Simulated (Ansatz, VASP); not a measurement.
**One calculation of Pd, two programs**

INCAR

```
PREC = Accurate
ENCUT = 520
EDIFF = 1E-6
ISMEAR = 0
SIGMA = 0.15
LREAL = F
LASPH = T
NELM = 100
ALGO = Normal
ISIF = 2
LWAVE = F
LCHARG = F
GGA = PE
NBANDS = 11
```

KPOINTS

```
regular mesh
0
Gamma
  20 20 20
```

Contents of POSCAR:

```
Pd
1.0
    0.0000000000      1.8671040000      2.0226960000
    1.8671040000      0.0000000000      2.0226960000
    1.8671040000      1.8671040000      0.0000000000
Pd
1
Direct
    0.0000000000      0.0000000000      0.0000000000
```

Input for Ansatz:

```yaml
crystal:
  lattice:
    - [0.0, 1.867104, 2.022696]
    - [1.867104, 0.0, 2.022696]
    - [1.867104, 1.867104, 0.0]
  atoms:
    - { symbol: Pd, position: [0.0, 0.0, 0.0] }
basis:
  ecutwfc: 420
kpoints:
  mp_grid: { grid: [20, 20, 20] }
hamiltonian:
  xc: pbe
scf:
  occupations: { method: gaussian, width: 0.15 }
output:
  forces: true
  stress: true
  eigenvalues: true
```

Change from the starting cell: strain -0.040 along x and y, +0.040 along z, atoms carried along.

Alike in both runs: task single point; functional PBE; k mesh 20 × 20 × 20; occupations gaussian, width 0.15 eV; no spin polarisation.

|  | VASP | Ansatz |
| --- | --- | --- |
| version | VASP 6.6.1 | Ansatz 0.2.0 |
| potentials or method | VASP PAW PBE potentials, release 64 (Pd), cutoff 520 eV | scalar-relativistic, plane waves, PAW |
| valence electrons in the cell | 10 | 18 |

```tsv
	VASP	Ansatz	Ansatz less VASP
gap on the k mesh at the Fermi level (eV)	none	none	-
pressure (GPa)	17.7	18.2	+0.44
traceless stress, the component that is largest in VASP (GPa)	-4.71	-4.79	-0.081
```

A gap of «none» marks a metal or a gap that the smearing closes. With one functional, cell and mesh, what is left measures potentials, basis and numerics. VASP's potentials hold 10 valence electrons a cell and Ansatz's 18, so a difference there can come from the potentials and not from the codes.
